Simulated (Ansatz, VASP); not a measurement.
## Al9H in VASP and in Ansatz

```
Al H
1.0
     5.70709    0.00000    0.00000
    -1.42677    9.70148    0.00000
     0.00000    0.00000   22.79037
Al H
18 2
Direct
  0.26622 0.06489 0.17551
  0.76622 0.06489 0.17551
  0.33548 0.34192 0.21920
  0.83548 0.34192 0.21920
  0.14933 0.59733 0.22794
  0.64933 0.59733 0.22794
  0.46318 0.85274 0.23668
  0.96318 0.85274 0.23668
  0.03198 0.12771 0.28083
  0.53198 0.12771 0.28083
  0.09979 0.40422 0.33011
  0.59979 0.40422 0.33011
  0.41440 0.65967 0.33698
  0.91440 0.65967 0.33698
  0.22631 0.91108 0.34493
  0.72631 0.91108 0.34493
  0.29624 0.18141 0.38571
  0.79624 0.18141 0.38571
  0.24414 0.91108 0.41949
  0.70848 0.91108 0.41949
```

Alike in both runs: task single point; functional PBE; k mesh 5 × 3 × 1; occupations gaussian, width 0.1 eV; no spin polarisation.

```csv
,VASP,Ansatz
version,VASP 6.6.1,Ansatz 0.2.0
potentials or method,"VASP PAW PBE potentials, release 64 (Al, H), cutoff 520 eV","scalar-relativistic, plane waves, PAW"
valence electrons in the cell,56,56
```

```tsv
	VASP	Ansatz	Ansatz less VASP
gap on the k mesh at the Fermi level (eV)	none	none	-
rms of the force components (eV/Å)	0.183	0.183	-0.0002
```

Atom by atom the forces differ by 0.001 eV/Å (rms over components). A gap of «none» marks a metal or a gap that the smearing closes. With one functional, cell and mesh, what is left measures potentials, basis and numerics.
